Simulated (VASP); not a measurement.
Write the native input for VASP 6.6.1 that does the following.

```
Task                   : single point
Functional             : PBE
Potentials or basis    : VASP PAW PBE potentials, release 64 (Mg, S, O)
Cutoff                 : 520 eV
k mesh                 : 4 × 4 × 4
Occupations            : gaussian, width 0.1 eV
Spin                   : collinear spin, ferromagnetic start
Starting moments       : [0.0, 0.0, 0.0, 0.0, 0.0, 1.0] μB
Dipole correction      : no
Further INCAR settings : ALGO = Normal; EDIFF = 1e-06; NBANDS = 25
```

The structure of Mg3S2O lies in POSCAR:

```
Mg3S2O
1.0
    4.8791472200      0.0000000000      0.0000000000
    0.0000000000      4.8791472200      0.0000000000
    0.0000000000      0.0000000000      4.9911316300
Mg S O
3 2 1
Direct
    0.0000000000      0.5000000000      0.5000000000
    0.5000000000      0.0000000000      0.5000000000
    0.5000000000      0.5000000000      0.5000000000
    0.5000000000      0.5000000000      0.0000000000
    0.0000000000      0.0000000000      0.5000000000
    0.0000000000      0.0000000000      0.0000000000
```

The cell was built from a structure type or drawn by symmetry, and may not be a known phase.

One way to write it, as run:

INCAR

```
SYSTEM = Mg3S2O
ALGO     = Normal         ! electronic algorithm
EDIFF    = 1E-6           ! SCF threshold, eV
ENCUT    = 520            ! plane-wave cutoff, eV
GGA      = PE             ! functional
ISIF     = 2              ! what is computed and relaxed
ISMEAR   = 0              ! smearing method
ISPIN    = 2              ! spin polarisation
LASPH    = .True.         ! aspherical terms in the spheres
LCHARG   = .False.        ! write CHGCAR
LORBIT   = 11             ! projections on sites
LREAL    = .False.        ! projectors in reciprocal space
LWAVE    = .False.        ! write WAVECAR
MAGMOM   = 0 0 0 0 0 1    ! initial moments
NBANDS   = 25             ! bands
NELM     = 150            ! most SCF steps
PREC     = Accurate       ! precision mode
SIGMA    = 0.1            ! smearing width, eV
```

KPOINTS

```
k-points
0
Gamma
  4 4 4
  0 0 0
```

Potentials or basis: VASP PAW PBE potentials, release 64 (Mg, S, O).

Launch:

```console
$ cat potpaw_PBE.64/Mg/POTCAR potpaw_PBE.64/S/POTCAR potpaw_PBE.64/O/POTCAR > POTCAR
$ mpirun -np 1 vasp_std > vasp.out
```

It gave:

The pressure is 5.0 GPa. The band gap on the k mesh is zero (filled and empty bands overlap). The net moment is 0.00 μB per cell and the valence electrons inside the program's atomic spheres are Mg 0.37, 0.52 (each value once); S 3.63, 3.67; O 4.70.

Caveat: the cell stands under pressure; semilocal functionals underestimate gaps, so a narrow gap can read as zero.

It took 68 s on 1 thread of AMD EPYC 9R45 96-Core Processor (Zen 5) (shared host), peak memory 0.26 GiB.
